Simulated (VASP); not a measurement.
# AlN: single point with PBE

AlN:

```
CELL_PARAMETERS angstrom
0.00000 1.95830 1.95830
1.95830 0.00000 1.95830
1.95830 1.95830 0.00000
ATOMIC_POSITIONS crystal
Al 0.00000 0.00000 0.00000
N 0.50000 0.50000 0.50000
```

This cell differs from its parent crystal: strain -3.0%.

```
Program             : VASP 6.6.1
Task                : single point
Functional          : PBE
Potentials or basis : VASP PAW PBE potentials, release 64 (Al, N)
Cutoff              : 600 eV
k mesh              : 6 × 6 × 6
Occupations         : gaussian, width 0.01 eV
Spin                : no spin polarisation
```

```yaml
Pressure: 36.2 GPa
Band_gap_on_the_k_mesh: 5.12 eV, indirect (least direct gap 7.12 eV)
```

Levels at points of the mesh, in eV from the valence-band top:
```csv
k point,band 1,band 2,band 3,band 4,band 5,band 6,band 7,band 8
"(0.00, 0.00, 0.00)",-18.46,0.00,0.00,0.00,7.12,12.47,12.47,12.47
"(0.50, 0.00, 0.00)",-14.80,-8.94,-1.27,-1.27,6.75,11.79,11.79,14.74
"(0.50, 0.50, 0.00)",-13.68,-8.05,-3.05,-3.05,5.12,5.56,15.26,18.81
```

It took 1.9 s on 1 thread of Intel(R) Xeon(R) 6975P-C (Granite Rapids), on a shared host, peak memory 0.13 GiB.

Caveat: the k points lie up to 0.46 Å⁻¹ apart; the cell differs from its parent crystal (strain -3.0%). A k mesh can miss the band edges.
